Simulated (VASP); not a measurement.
Wanted: the native input for a VASP 6.6.1 run.

```yaml
Task: relaxation of cell and atoms
Functional: B3LYP
Potentials_or_basis: VASP PAW PBE potentials, release 64 (Cd, Se)
Cutoff: 600 eV
k_mesh: 4 × 4 × 4
Occupations: fermi-dirac, width 0.05 eV
Spin: no spin polarisation
Dipole_correction: no
Grid_for_exact_exchange_PRECFOCK: Normal
Further_INCAR_settings: ALGO = Normal; EDIFF = 1e-07; IBRION = 2; EDIFFG = -0.01; NSW = 60; ISIF = 3
Share_of_exact_exchange: 0.2
```

Crystal: CdSe.

```
Cd Se
1.0
     0.00000    2.87396    2.87396
     2.87396    0.00000    2.87396
     2.87396    2.87396    0.00000
Cd Se
1 1
Cartesian
  0.0000 0.0000 0.0000
  2.8740 2.8740 2.8740
```

These files were run (other wordings do the same):

POSCAR

```
CdSe
1.0
    0.0000000000      2.8739580000      2.8739580000
    2.8739580000      0.0000000000      2.8739580000
    2.8739580000      2.8739580000      0.0000000000
Cd Se
1 1
Direct
    0.0000000000      0.0000000000      0.0000000000
    0.5000000000      0.5000000000      0.5000000000
```

INCAR.step1

```
SYSTEM = CdSe
  PREC = Accurate
  ENCUT = 600
  EDIFF = 1E-5
  ISMEAR = -1
  SIGMA = 0.05
  LREAL = .FALSE.
  LASPH = .TRUE.
  NELM = 60
  ALGO = Normal
  LWAVE = .TRUE.
  LCHARG = .FALSE.
  GGA = PE
  NBANDS = 16
```

INCAR.step2

```
SYSTEM = CdSe
  PREC = Accurate
  ENCUT = 600
  EDIFF = 1E-7
  ISMEAR = -1
  SIGMA = 0.05
  LREAL = .FALSE.
  LASPH = .TRUE.
  NELM = 60
  ALGO = Normal
  ISIF = 3
  LWAVE = .FALSE.
  LCHARG = .FALSE.
  GGA = B3
  LHFCALC = .TRUE.
  AEXX = 0.2
  AGGAX = 0.72
  AGGAC = 0.81
  ALDAC = 0.19
  PRECFOCK = Normal
  IBRION = 2
  NSW = 60
  EDIFFG = -0.01
  ISTART = 1
```

KPOINTS

```
Automatic mesh
0
G
  4 4 4
  0 0 0
```

Potentials or basis: VASP PAW PBE potentials, release 64 (Cd, Se).

Launch:

```sh
$ cat potpaw_PBE.64/Cd/POTCAR potpaw_PBE.64/Se/POTCAR > POTCAR
$ cp INCAR.step1 INCAR
$ mpirun -np 1 vasp_std > vasp.out
$ cp INCAR.step2 INCAR
$ mpirun -np 1 vasp_std > vasp.out
```

Results of the run:

```
Relaxed volume                        : 24.50 Å³/atom
Relaxed cell                          : a = 4.107 Å, b = 4.107 Å, c = 4.107 Å, α = 60.00°, β = 60.00°, γ = 60.00°
Space group after relaxing (to 0.1 Å) : Fm-3m (No. 225)
Energy gained by relaxing             : 4.6 meV/atom
Ionic steps                           : 3
Pressure after relaxing               : 0.0 GPa
Band gap on the k mesh                : 0.66 eV (least direct gap 1.73 eV)
```

Caveat: the k points lie up to 0.47 Å⁻¹ apart in the final cell; the PAW data sets were made with another functional, which shifts forces and pressure a little.

Wall time 24 min on 1 thread of Intel(R) Xeon(R) 6975P-C (Granite Rapids) (shared host), peak memory 0.2 GiB.
